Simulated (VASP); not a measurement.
Set up this calculation in VASP 6.6.1, as the native input.

- Task: single point
- Functional: PBE
- Potentials or basis: VASP PAW PBE potentials, release 64 (Pb_d, S)
- Cutoff: 520 eV
- k mesh: 6 × 6 × 6
- Occupations: gaussian, width 0.01 eV
- Spin: no spin polarisation
- Dipole correction: no
- Further INCAR settings: ALGO = Normal; EDIFF = 1e-07; NBANDS = 17

The structure of PbS lies in POSCAR:

```
PbS
1.0
    0.0000000000      3.0335897732      3.0335897732
    3.0335897732      0.0000000000      3.0335897732
    3.0335897732      3.0335897732      0.0000000000
Pb S
1 1
Direct
    0.0000000000      0.0000000000      0.0000000000
    0.5000000000      0.5000000000      0.5000000000
```

This cell differs from its parent crystal: volume changed by +3%.

The input as run:

INCAR

```
PREC = Accurate
ENCUT = 520
EDIFF = 1E-7
ISMEAR = 0
SIGMA = 0.01
LREAL = F
LASPH = T
NELM = 100
ALGO = Normal
ISIF = 2
LWAVE = F
LCHARG = F
GGA = PE
NBANDS = 17
```

KPOINTS

```
Automatic mesh
0
Gamma
  6 6 6
```

Potentials or basis: VASP PAW PBE potentials, release 64 (Pb_d, S).

Run with:

```console
$ cat potpaw_PBE.64/Pb_d/POTCAR potpaw_PBE.64/S/POTCAR > POTCAR
$ mpirun -np 1 vasp_std > vasp.out
```

Results of the run:

| Quantity | Value |
| --- | --- |
| Pressure | -1.5 GPa |
| Band gap on the k mesh | 0.59 eV, direct |

Caveat: spin-orbit coupling is left out, which moves the levels of the heavy elements.

It took 29 s on 1 thread of AMD EPYC 7R13, with other jobs on the host, peak memory 0.14 GiB.
